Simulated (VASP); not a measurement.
# Zr (P6_3/mmc) in VASP: a series of runs

Runs on Zr. Level: LDA. Tasks: electric field gradients.

Program: VASP 6.6.1. These are calculated values, not measurements. Logs are shortened: lines on timing, memory, paths and dates and some standing lists are left out, and cuts for length are marked.

## (1) The cell of the first run

Symmetry: P6_3/mmc, No. 194, hexagonal system. Conventional cell: a = 3.232 Å, b = 3.232 Å, c = 5.096 Å, α = 90.00°, β = 90.00°, γ = 120.00°. Zr (site symmetry -6m2) has 12 Zr at 3.16 to 3.23 Å within 4.2 Å.

## (2) Electric field gradients, LDA (zz strain of -1 %)

File INCAR:

```
PREC     = Accurate       # precision mode
ENCUT    = 520            # plane-wave cutoff, eV
EDIFF    = 1E-8           # SCF threshold, eV
ISMEAR   = -1             # smearing method
SIGMA    = 0.03           # smearing width, eV
LREAL    = F              # projectors in reciprocal space
LASPH    = T              # aspherical terms in the spheres
NELM     = 60             # most SCF steps
ALGO     = Normal         # electronic algorithm
ISIF     = 2              # what is computed and relaxed
LWAVE    = F              # write WAVECAR
LCHARG   = F              # write CHGCAR
GGA      = CA             # functional
LEFG     = T            
NBANDS   = 19             # bands
```

File KPOINTS:

```
Automatic mesh
0
Gamma
  13 13 7
```

File POSCAR:

```
Zr
1.0
    3.2319982225      0.0000000000      0.0000000000
   -1.6159991112      2.7989925656      0.0000000000
    0.0000000000      0.0000000000      5.0955300000
Zr
2
Direct
    0.3333333333      0.6666666667      0.2500000000
    0.6666666667      0.3333333333      0.7500000000
```

Potentials or basis: VASP PAW LDA potentials, release 64 (Zr_sv).

Launch:

```
$ cat potpaw_LDA.64/Zr_sv/POTCAR > POTCAR
$ mpirun -np 1 vasp_std > vasp.out
```

OUTCAR:

```text
PREC = Accurate
   ENCUT = 520
   EDIFF = 1E-8
   ISMEAR = -1
   LREAL = F
   LASPH = T
   NELM = 60
   ISIF = 2
   GGA = CA

 ion  position               nearest neighbor table
   1  0.333  0.667  0.250-   2 3.16   2 3.16   2 3.16   2 3.16   2 3.16   2 3.16
   2  0.667  0.333  0.750-   1 3.16   1 3.16   1 3.16   1 3.16   1 3.16   1 3.16

  LATTYP: Found a hexagonal cell.
 ALAT       =     3.2319982225
 C/A-ratio  =     1.5765881195

  Lattice vectors:

 A1 = (   3.2319982225,   0.0000000000,   0.0000000000)
 A2 = (  -1.6159991112,   2.7989925656,   0.0000000000)
 A3 = (   0.0000000000,   0.0000000000,   5.0955300000)

Analysis of symmetry for initial positions (statically):
=====================================================================
 Subroutine PRICEL returns:
 Original cell was already a primitive cell.

 Routine SETGRP: Setting up the symmetry group for a
 hexagonal supercell.

 Subroutine GETGRP returns: Found 24 space group operations
 (whereof 12 operations were pure point group operations)
 out of a pool of 24 trial point group operations.

The static configuration has the point symmetry D_3d.
 The point group associated with its full space group is D_6h.

Analysis of symmetry for dynamics (positions and initial velocities):
=====================================================================
 Subroutine PRICEL returns:
 Original cell was already a primitive cell.

 Routine SETGRP: Setting up the symmetry group for a
 hexagonal supercell.

 Subroutine GETGRP returns: Found 24 space group operations
 (whereof 12 operations were pure point group operations)
 out of a pool of 24 trial point group operations.

The dynamic configuration has the point symmetry D_3d.
 The point group associated with its full space group is D_6h.

 Subroutine INISYM returns: Found 24 space group operations
 (whereof 12 operations are pure point group operations),
 and found     1 'primitive' translations

----------------------------------------------------------------------------------------

                                     Primitive cell

  volume of cell :      46.0959

  direct lattice vectors                    reciprocal lattice vectors
     3.231998223  0.000000000  0.000000000     0.309406111  0.178635701  0.000000000
    -1.615999111  2.798992566  0.000000000     0.000000000  0.357271403  0.000000000
     0.000000000  0.000000000  5.095530000     0.000000000  0.000000000  0.196250439

  length of vectors
     3.231998223  3.231998222  5.095530000     0.357271403  0.357271403  0.196250439

  position of ions in fractional coordinates (direct lattice)
     0.333333333  0.666666667  0.250000000
     0.666666667  0.333333333  0.750000000

  ion indices of the primitive-cell ions
   primitive index   ion index
                 1           1
                 2           2

----------------------------------------------------------------------------------------

 KPOINTS: Automatic mesh

Automatic generation of k-mesh.
 Grid dimensions read from file:
 generate k-points for:   13   13    7

 Generating k-lattice:

  Cartesian coordinates                     Fractional coordinates (reciprocal lattice)
     0.023800470  0.013741208  0.000000000     0.076923077  0.000000000  0.000000000
     0.000000000  0.027482416  0.000000000     0.000000000  0.076923077  0.000000000
     0.000000000  0.000000000  0.028035777     0.000000000  0.000000000  0.142857143

  Length of vectors
     0.027482416  0.027482416  0.028035777

  Shift w.r.t. Gamma in fractional coordinates (k-lattice)
     0.000000000  0.000000000  0.000000000

 Subroutine IBZKPT returns following result:
 ===========================================

 Found     84 irreducible k-points:

 Following reciprocal coordinates:
            Coordinates               Weight
  0.000000  0.000000  0.000000      1.000000
  0.076923  0.000000  0.000000      6.000000
  0.153846  0.000000  0.000000      6.000000
  0.230769  0.000000  0.000000      6.000000
  0.307692  0.000000  0.000000      6.000000
  0.384615  0.000000  0.000000      6.000000
[... 16 lines left out ...]
  0.076923  0.000000  0.142857     12.000000
  0.153846  0.000000  0.142857     12.000000
 [... further k-points ...]
   k-points           NKPTS =     84   k-points in BZ     NKDIM =     84   number of bands    NBANDS=     19
   number of dos      NEDOS =    301   number of ions     NIONS =      2
   total plane-waves  NPLWV =  23040
   dimension x,y,z NGX =    24 NGY =   24 NGZ =   40
   dimension x,y,z NGXF=    48 NGYF=   48 NGZF=   80
   ions per type =               2
   NGX,Y,Z   is equivalent  to a cutoff of  12.35, 12.35, 13.05 a.u.
   NGXF,Y,Z  is equivalent  to a cutoff of  24.69, 24.69, 26.10 a.u.
 SYSTEM =  unknown system
   PREC   = accura    normal or accurate (medium, high low for compatibility)
   ISTART =      0    job   : 0-new  1-cont  2-samecut
   ICHARG =      2    charge: 1-file 2-atom 10-const
   ISPIN  =      1    spin polarized calculation?
   LNONCOLLINEAR =      F non collinear calculations
   LSORBIT =      F    spin-orbit coupling
   LASPH  =      T    aspherical Exc in radial PAW
   ENCUT  =  520.0 eV  38.22 Ry    6.18 a.u.   6.01  6.01  9.47*2*pi/ulx,y,z
   NELM   =     60;   NELMIN=  2; NELMDL= -5     # of ELM steps
   EDIFF  = 0.1E-07   stopping-criterion for ELM
   LREAL  =      F    real-space projection
   EDIFFG = 0.1E-06   stopping-criterion for IOM
   NSW    =      0    number of steps for IOM
   IBRION =     -1    ionic relax: 0-MD 1-quasi-New 2-CG
   NFREE  =      0    steps in history (QN), initial steepest desc. (CG)
   ISIF   =      2    stress and relaxation
   ISYM   =      2    0-nonsym 1-usesym 2-fastsym
   POTIM  = 0.5000    time-step for ionic-motion
   TEBEG  =    0.0;   TEEND  =   0.0 temperature during run
   PSTRESS=    0.0 pullay stress
   NELECT =      24.0000    total number of electrons
   NUPDOWN=      -1.0000    fix difference up-down
   EMIN   =  10.00;   EMAX   =-10.00  energy-range for DOS
   EFERMI =   0.00;   METHOD = LEGACY
   ISMEAR =    -1;   SIGMA  =   0.03  broadening in eV -4-tet -1-fermi 0-gaus
   EFERMI_NEDOS =   21; number of points for ismear=-14 and -15
   IALGO  =     38    algorithm
   IMIX   =      4    mixing-type and parameters
     AMIX     =   0.40;   BMIX     =  1.00
     AMIX_MAG =   1.60;   BMIX_MAG =  1.00
  volume/ion in A,a.u.               =      23.05       155.54
  Fermi-wavevector in a.u.,A,eV,Ry     =   1.317016  2.488800 23.599742  1.734532
  Thomas-Fermi vector in A             =   2.447087
   LORBIT       =      0    0 simple, 1 ext, 2 COOP (PROOUT), +10 PAW based schemes
   GGA     = CA    functional components
   LHFCALC =     F    Hartree Fock is set to
   AEXX    =    0.0000 exact exchange contribution
   IVDW    =     0    specifies the selected vdW correction
   LEPSILON=     F    determine dielectric tensor
   LRPA    =     F    only Hartree local field effects (RPA)
 non-spin polarized calculation
  energy-cutoff  :      520.00
  volume of cell :       46.10
 maximum number of plane-waves:      1259
   NGX = 13   NGY = 13   NGZ = 19

 number of electron      24.0000000 magnetization

 Free energy of the ion-electron system (eV)
  ---------------------------------------------------
  ext. energy  EPLUGINS =         0.00000000
  ---------------------------------------------------
  free energy    TOTEN  =       -18.54113543 eV

  energy without entropy =      -18.53341333  energy(sigma->0) =      -18.53727438

 E-fermi :   8.9313     XC(G=0): -11.3404

 val. band max:        8.9287049871   @ k =   0.3846   0.1538   0.2857
 cond. band min:       8.9318367152   @ k =   0.2308   0.1538   0.4286
 fundamental gap:      0.0031317281
 Fermi energy:         8.9312702397

 k-point     1 :       0.0000    0.0000    0.0000
  band No.  band energies     occupation
      1     -39.6390      2.00000
      2     -39.4671      2.00000
      3     -18.3479      2.00000
      4     -17.4327      2.00000
      5     -17.4327      2.00000
      6     -17.2759      2.00000
[... 11 lines left out ...]
     18      10.9389      0.00000
     19      13.3443      0.00000

 k-point     2 :       0.0769    0.0000    0.0000
  band No.  band energies     occupation
      1     -39.6319      2.00000
      2     -39.4644      2.00000
      3     -18.3289      2.00000
      4     -17.4735      2.00000
      5     -17.4464      2.00000
      6     -17.3184      2.00000
[... 11 lines left out ...]
     18      10.7940      0.00000
     19      13.4565      0.00000

 k-point     3 :       0.1538    0.0000    0.0000
  band No.  band energies     occupation
      1     -39.6119      2.00000
      2     -39.4572      2.00000
      3     -18.2740      2.00000
      4     -17.5866      2.00000
      5     -17.4832      2.00000
      6     -17.4336      2.00000
[... 11 lines left out ...]
     18      11.0088      0.00000
     19      13.7005      0.00000

 k-point     4 :       0.2308    0.0000    0.0000
  band No.  band energies     occupation
      1     -39.5825      2.00000
      2     -39.4482      2.00000
      3     -18.1896      2.00000
      4     -17.7459      2.00000
      5     -17.5895      2.00000
      6     -17.5328      2.00000
[... 11 lines left out ...]
     18      11.6721      0.00000
     19      13.9429      0.00000

 k-point     5 :       0.3077    0.0000    0.0000
  band No.  band energies     occupation
      1     -39.5491      2.00000
      2     -39.4406      2.00000
      3     -18.0863      2.00000
      4     -17.9143      2.00000
      5     -17.7476      2.00000
      6     -17.5833      2.00000
[... 11 lines left out ...]
     18      12.5029      0.00000
     19      14.1215      0.00000
[... 334 lines left out ...]
      2     -39.4486      2.00000
      3     -18.0170      2.00000
      4     -17.8682      2.00000
      5     -17.8142      2.00000
      6     -17.7579      2.00000
[... 11 lines left out ...]
     18      13.7444      0.00000
     19      15.3232      0.00000

 k-point    22 :       0.0000    0.0000    0.1429
  band No.  band energies     occupation
      1     -39.6306      2.00000
      2     -39.4758      2.00000
      3     -18.2979      2.00000
      4     -17.4250      2.00000
      5     -17.4250      2.00000
      6     -17.3255      2.00000
[... 11 lines left out ...]
     18      11.2177      0.00000
     19      13.4031      0.00000

 k-point    23 :       0.0769    0.0000    0.1429
  band No.  band energies     occupation
      1     -39.6238      2.00000
      2     -39.4729      2.00000
      3     -18.2814      2.00000
      4     -17.4646      2.00000
      5     -17.4383      2.00000
      6     -17.3649      2.00000
[... 11 lines left out ...]
     18      11.1521      0.00000
     19      13.4939      0.00000

 k-point    24 :       0.1538    0.0000    0.1429
  band No.  band energies     occupation
      1     -39.6044      2.00000
      2     -39.4650      2.00000
      3     -18.2346      2.00000
      4     -17.5740      2.00000
      5     -17.4764      2.00000
      6     -17.4741      2.00000
[... 11 lines left out ...]
     18      11.2022      0.00000
     19      13.6873      0.00000

 [... further k-points ...]
[... 5 lines left out ...]
  --------------------------------------------------------------------------------------
  -------------------------------------------------------------------------------------
  Total       -1.6341482     -1.6341482     -1.1707462     -0.0000000      0.0000000     -0.0000000
  in kB      -56.7988838    -56.7988838    -40.6921938     -0.0000000      0.0000000     -0.0000000
  external PRESSURE =     -51.4299871 kB  Pullay stress =       0.0000000 kB

 VOLUME and BASIS-vectors are now :
 -----------------------------------------------------------------------------
  energy-cutoff  :      520.00
  volume of cell :       46.10
      direct lattice vectors                 reciprocal lattice vectors
     3.231998223  0.000000000  0.000000000     0.309406111  0.178635701  0.000000000
    -1.615999111  2.798992566  0.000000000     0.000000000  0.357271403  0.000000000
     0.000000000  0.000000000  5.095530000     0.000000000  0.000000000  0.196250439

 POSITION                                       TOTAL-FORCE (eV/Angst)
 -----------------------------------------------------------------------------------
     -0.00000      1.86600      1.27388        -0.000000      0.000000      0.000000
      1.61600      0.93300      3.82165         0.000000     -0.000000      0.000000
 -----------------------------------------------------------------------------------
    total drift:                               -0.000000      0.000000     -0.000000

  FREE ENERGIE OF THE ION-ELECTRON SYSTEM (eV)
  ---------------------------------------------------
  free  energy   TOTEN  =       -18.5411354261 eV

  energy  without entropy=      -18.5334133322  energy(sigma->0) =      -18.53727438

 Electric field gradients (V/A^2)
---------------------------------------------------------------------
 ion       V_xx      V_yy      V_zz      V_xy      V_xz      V_yz
---------------------------------------------------------------------
   1     -24.298   -24.298    48.596     0.000     0.000    -0.000
   2     -24.298   -24.298    48.596     0.000    -0.000     0.000
---------------------------------------------------------------------

 Electric field gradients after diagonalization (V/A^2)
 (convention: |V_zz| > |V_xx| > |V_yy|)
----------------------------------------------------------------------
 ion       V_xx      V_yy      V_zz     asymmetry (V_yy - V_xx)/ V_zz
----------------------------------------------------------------------
   1     -24.298   -24.298    48.596       0.000
   2     -24.298   -24.298    48.596       0.000
----------------------------------------------------------------------

           NMR quadrupolar parameters

 Cq : quadrupolar parameter    Cq=e*Q*V_zz/h
 eta: asymmetry parameters     (V_yy - V_xx)/ V_zz
 Q  : nuclear electric quadrupole moment in mb (millibarn)
----------------------------------------------------------------------
 ion       Cq(MHz)       eta       Q (mb)
----------------------------------------------------------------------
   1       0.118       0.000       1.000
   2       0.118       0.000       1.000
----------------------------------------------------------------------
```

Wall time 63 s (1 thread of Intel Xeon 8259CL, shared host); peak memory 0.18 GiB.

What came out:

```
Free energy                             : -18.5411 eV
Pressure                                : -5.1 GPa
Band gap on the k mesh                  : zero (bands 12 and 13 overlap by 1.17 eV)
Largest electric field gradient by atom : Zr +48.6 V/Å²
```

Levels at points of the mesh, in eV from the Fermi level:
```
           k point  band 10  band 11  band 12  band 13  band 14  band 15
(0.00, 0.00, 0.00)    -3.09     0.79     0.79     1.05     1.35     1.51
```

Electric field gradients, principal values (V/Å²):
```
atom    least   middle  greatest (by size)
1 Zr  -24.298  -24.298              48.596
2 Zr  -24.298  -24.298              48.596
```

Caveat: the cell differs from its parent crystal (zz strain of -1 %); the cell stands under tension; without QUAD_EFG the Cq values of the log hold for a quadrupole moment of 1 mb, not for the nuclei.

[end of part 1 of 2]
